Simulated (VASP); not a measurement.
# BaTe: single point with r2SCAN

Crystal: BaTe.

```
Ba Te
1.0
     0.00000    3.53238    3.53238
     3.53238    0.00000    3.53238
     3.53238    3.53238    0.00000
Ba Te
1 1
Direct
  0.00000 0.00000 0.00000
  0.50000 0.50000 0.50000
```

```yaml
Program: VASP 6.6.1
Task: single point
Functional: r2SCAN
Potentials_or_basis: VASP PAW PBE potentials, release 64 (Ba_sv, Te)
Cutoff: 520 eV
k_mesh: 4 × 4 × 4
Occupations: gaussian, width 0.01 eV
Spin: no spin polarisation
Dipole_correction: no
Further_INCAR_settings: ALGO = Normal; EDIFF = 1e-06; NBANDS = 15
```

* Pressure: 0.3 GPa
* Band gap on the k mesh: 1.93 eV (least direct gap 2.31 eV)

Levels at points of the mesh, in eV from the valence-band top:
| k point | band 6 | band 7 | band 8 | band 9 | band 10 | band 11 |
| --- | --- | --- | --- | --- | --- | --- |
| (0.00, 0.00, 0.00) | 0.00 | 0.00 | 0.00 | 3.35 | 3.35 | 3.35 |
| (0.50, 0.00, 0.00) | -2.15 | -1.07 | -1.07 | 4.60 | 5.19 | 5.34 |
| (0.50, 0.50, 0.00) | -1.14 | -0.39 | -0.39 | 1.93 | 4.89 | 5.23 |

Wall time 2.5 min on 1 thread of Intel Xeon 8259CL, on a shared host, peak memory 0.25 GiB.

Caveat: the PAW data sets were made with another functional, which shifts forces and pressure a little; spin-orbit coupling is left out, which moves the levels of the heavy elements. A k mesh can miss the band edges.
